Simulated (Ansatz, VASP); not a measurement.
**Two plane-wave programs on Ta2N**

Contents of INCAR:

```
ALGO     = Normal         # electronic algorithm
EDIFF    = 1E-6           # SCF threshold, eV
ENCUT    = 520            # plane-wave cutoff, eV
GGA      = PS             # functional
ISIF     = 2              # what is computed and relaxed
ISMEAR   = 0              # smearing method
LASPH    = T              # aspherical terms in the spheres
LCHARG   = F              # write CHGCAR
LREAL    = F              # projectors in reciprocal space
LWAVE    = F              # write WAVECAR
NBANDS   = 20             # bands
NELM     = 60             # most SCF steps
PREC     = Accurate       # precision mode
SIGMA    = 0.15           # smearing width, eV
```

The input KPOINTS:

```
k-points
0
Gamma
  18 18 10
```

Contents of POSCAR:

```
Ta2N
1.0
    2.9246846176      0.0000000000      0.0000000000
   -1.4623423088      2.5328511769      0.0000000000
    0.0000000000      0.0000000000      4.9438386074
Ta N
2 1
Direct
    0.6666666667      0.3333333333      0.7462554481
    0.3333333333      0.6666666667      0.2537445519
    0.0000000000      0.0000000000      0.0000000000
```

Input for Ansatz:

```yaml
crystal:
  lattice:
    - [2.9246846176, 0.0, 0.0]
    - [-1.4623423088, 2.5328511769, 0.0]
    - [0.0, 0.0, 4.9438386074]
  atoms:
    - { symbol: Ta, position: [0.6666666667, 0.3333333333, 0.7462554481] }
    - { symbol: Ta, position: [0.3333333333, 0.6666666667, 0.2537445519] }
    - { symbol: "N", position: [0.0, 0.0, 0.0] }
basis:
  ecutwfc: 420
kpoints:
  mp_grid: { grid: [18, 18, 10] }
hamiltonian:
  xc: pbesol
scf:
  occupations: { method: gaussian, width: 0.15 }
output:
  forces: true
  stress: true
  eigenvalues: true
```

Change from the starting cell: strain -0.050 along x and y, +0.025 along z, atoms carried along.

Alike in both runs: task single point; functional PBEsol; k mesh 18 × 18 × 10; occupations gaussian, width 0.15 eV; no spin polarisation.

|  | VASP | Ansatz |
| --- | --- | --- |
| version | VASP 6.6.1 | Ansatz 0.2.0 |
| potentials or method | VASP PAW PBE potentials, release 64 (Ta_pv, N), cutoff 520 eV | scalar-relativistic, plane waves, PAW |
| valence electrons in the cell | 27 | 31 |

Ansatz gave:

* gap on the k mesh at the Fermi level (eV): none
* pressure (GPa): 28.5
* traceless stress, the component that is largest in VASP (GPa): -12.53
* rms of the force components (eV/Å): 0.598

Q: Estimate VASP's values.

A: gap on the k mesh at the Fermi level (eV): none; pressure (GPa): 29.4; traceless stress, the component that is largest in VASP (GPa): -12.54; rms of the force components (eV/Å): 0.633.

VASP's potentials were made for PBE, not for PBEsol. Atom by atom the forces differ by 0.035 eV/Å (rms over components). A gap of «none» marks a metal or a gap that the smearing closes. Both programs put the cell under a high pressure, so it lies far from rest at this level. VASP's potentials hold 27 valence electrons a cell and Ansatz's 31, so a difference there can come from the potentials and not from the codes.

Spin-orbit coupling is off throughout.
